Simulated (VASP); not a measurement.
Wanted: the native input for a VASP 6.6.1 run.

| Item | Value |
| --- | --- |
| Task | single point |
| Functional | PBE |
| Potentials or basis | VASP PAW PBE potentials, release 64 (Cd, S) |
| Cutoff | 520 eV |
| k mesh | 2 × 2 × 2 |
| Occupations | gaussian, width 0.02 eV |
| Spin | no spin polarisation |
| Dipole correction | no |
| Further INCAR settings | ALGO = Normal; EDIFF = 1e-07; NBANDS = 72 |

The structure of Cd7S6 (a cell with a defect) lies in POSCAR:

```
Cd7S6
1.0
    0.0000000000      0.0000000000      6.8307328177
   -6.2959774510     -3.6349842762      0.0000000000
    6.2959774511     -3.6349842761      0.0000000000
Cd S
7 6
Direct
    0.4978559535      0.3274448459      0.3274443694
    0.4978629806      1.0000002014      0.6725495369
    0.4978603454      0.6725564566     -0.0000005900
    0.0043111041      0.3604291078      0.9999990604
    0.0042988067      0.9999972908      0.3604198731
    0.0043065657      0.6395628185      0.6395626596
    0.1169037088     -0.0000046327     -0.0000093976
    0.8682883899      0.3326190257      0.3326152137
    0.8682945386      0.9999945447      0.6673705770
    0.8682924890      0.6673712160     -0.0000101449
    0.3836100855      0.3447782818      0.9999972739
    0.3836023264      0.9999996195      0.3447753860
    0.3836058399      0.6552232246      0.6552206833
```

One way to write it, as run:

INCAR

```
SYSTEM = Cd7S6
ALGO = Normal
EDIFF = 1E-7
ENCUT = 520
GGA = PE
ISIF = 2
ISMEAR = 0
LASPH = .TRUE.
LCHARG = .TRUE.
LELF = .TRUE.
LREAL = .FALSE.
LVHAR = .TRUE.
LWAVE = .FALSE.
NBANDS = 72
NELM = 80
PREC = Accurate
SIGMA = 0.02
```

KPOINTS

```
k-points
0
G
  2 2 2
  0 0 0
```

Potentials or basis: VASP PAW PBE potentials, release 64 (Cd, S).

Launch:

```sh
$ cat potpaw_PBE.64/Cd/POTCAR potpaw_PBE.64/S/POTCAR > POTCAR
$ mpirun -np 1 vasp_std > vasp.out
```

Results of the run:

```yaml
Pressure: 5.5 GPa
Largest_force: 0.922 eV/Å
Band_gap_on_the_k_mesh: 0.43 eV
```

Caveat: the k points lie up to 0.50 Å⁻¹ apart; semilocal functionals underestimate gaps, and a narrow one can read as zero.

Wall time 7.8 min on 1 thread of Intel Xeon 8259CL, with other jobs on the host, peak memory 0.43 GiB.
